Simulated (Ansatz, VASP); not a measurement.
## One calculation of CdTe, two programs

The input INCAR:

```
PREC = Accurate
ENCUT = 520
EDIFF = 1E-6
ISMEAR = -1
SIGMA = 0.05
LREAL = False
LASPH = True
NELM = 60
ALGO = Normal
ISIF = 2
LWAVE = False
LCHARG = True
GGA = PE
LELF = True
LVHAR = True
NBANDS = 26
```

Contents of KPOINTS:

```
regular mesh
0
Gamma
  6 6 5
```

Contents of POSCAR:

```
CdTe
1.0
    3.0652910000     -3.0946090000      0.0000000000
    3.0652910000      3.0946090000      0.0000000000
    0.0000000000      0.0000000000      6.0906520000
Te Cd
2 2
Direct
    0.2338630000      0.7661370000      0.2500000000
    0.7661370000      0.2338630000      0.7500000000
    0.7229700000      0.2770300000      0.2500000000
    0.2770300000      0.7229700000      0.7500000000
```

input.yaml

```yaml
crystal:
  lattice:
    - [3.065291, -3.094609, 0.0]
    - [3.065291, 3.094609, 0.0]
    - [0.0, 0.0, 6.090652]
  atoms:
    - { symbol: Te, position: [0.233863, 0.766137, 0.25] }
    - { symbol: Te, position: [0.766137, 0.233863, 0.75] }
    - { symbol: Cd, position: [0.72297, 0.27703, 0.25] }
    - { symbol: Cd, position: [0.27703, 0.72297, 0.75] }
hamiltonian:
  xc: pbe
  pseudopotentials: { kind: paw }
kpoints:
  mp_grid: { grid: [6, 6, 5] }
scf:
  occupations: { method: fermi_dirac, width: 0.05 }
output:
  forces: true
  stress: true
  eigenvalues: true
```

Alike in both runs: task single point; functional PBE; k mesh 6 × 6 × 5; occupations fermi-dirac, width 0.05 eV; no spin polarisation.

|  | VASP | Ansatz |
| --- | --- | --- |
| version | VASP 6.6.1 | Ansatz 0.2.0 |
| potentials or method | VASP PAW PBE potentials, release 64 (Te, Cd) | Ansatz PAW |
| plane-wave cutoff (eV) | 520 | 420 |
| valence electrons in the cell | 36 | 72 |

|  | VASP | Ansatz | Ansatz less VASP |
| --- | --- | --- | --- |
| gap on the k mesh at the Fermi level (eV) | none | none | - |
| pressure (GPa) | -0.1 | -0.2 | -0.12 |
| traceless stress, the component that is largest in VASP (GPa) | 0.08 | 0.08 | -0.002 |
| rms of the force components (eV/Å) | 0.018 | 0.017 | -0.0009 |

Atom by atom the forces differ by 0.002 eV/Å (rms over components). A gap of «none» marks a metal or a gap that the smearing closes. With one functional, cell and mesh, what is left measures potentials, basis and numerics. VASP's potentials hold 36 valence electrons a cell and Ansatz's 72, so a difference there can come from the potentials and not from the codes.

Neither program's run includes spin-orbit coupling.
